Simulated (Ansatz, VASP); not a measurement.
# SiC20: VASP beside Ansatz

```
CELL_PARAMETERS angstrom
4.93005 0.00000 0.00000
-1.23251 7.07369 0.00000
0.00000 0.00000 22.12935
ATOMIC_POSITIONS crystal
C 0.38582 0.54327 0.18076
C 0.88582 0.54327 0.18076
C 0.27220 0.08881 0.22674
C 0.77220 0.08881 0.22674
C 0.40100 0.60398 0.24207
C 0.90100 0.60398 0.24207
C 0.02979 0.11916 0.25740
C 0.52979 0.11916 0.25740
C 0.15859 0.63434 0.27273
C 0.65859 0.63434 0.27273
C 0.04611 0.18443 0.31991
C 0.54611 0.18443 0.31991
C 0.15376 0.61504 0.33682
C 0.65376 0.61504 0.33682
C 0.30848 0.23391 0.34806
C 0.80848 0.23391 0.34806
C 0.38806 0.55223 0.36300
C 0.88806 0.55223 0.36300
C 0.34455 0.37820 0.39447
C 0.84455 0.37820 0.39447
Si 0.34455 0.62820 0.54811
```

Alike in both runs: task single point; functional PBE; dispersion D3(BJ); k mesh 6 × 4 × 1; occupations gaussian, width 0.1 eV; no spin polarisation.

|  | VASP | Ansatz |
| --- | --- | --- |
| version | VASP 6.6.1 | Ansatz 0.2.0 |
| potentials or method | VASP PAW PBE potentials, release 64 (C, Si), cutoff 520 eV | scalar-relativistic, plane waves, PAW |
| valence electrons in the cell | 84 | 84 |

|  | VASP | Ansatz | Ansatz less VASP |
| --- | --- | --- | --- |
| gap on the k mesh at the Fermi level (eV) | none | none | - |
| rms of the force components (eV/Å) | 0.732 | 0.742 | +0.0098 |

Atom by atom the forces differ by 0.020 eV/Å (rms over components). A gap of «none» marks a metal or a gap that the smearing closes. Ansatz's warnings: vacuum below fermi.
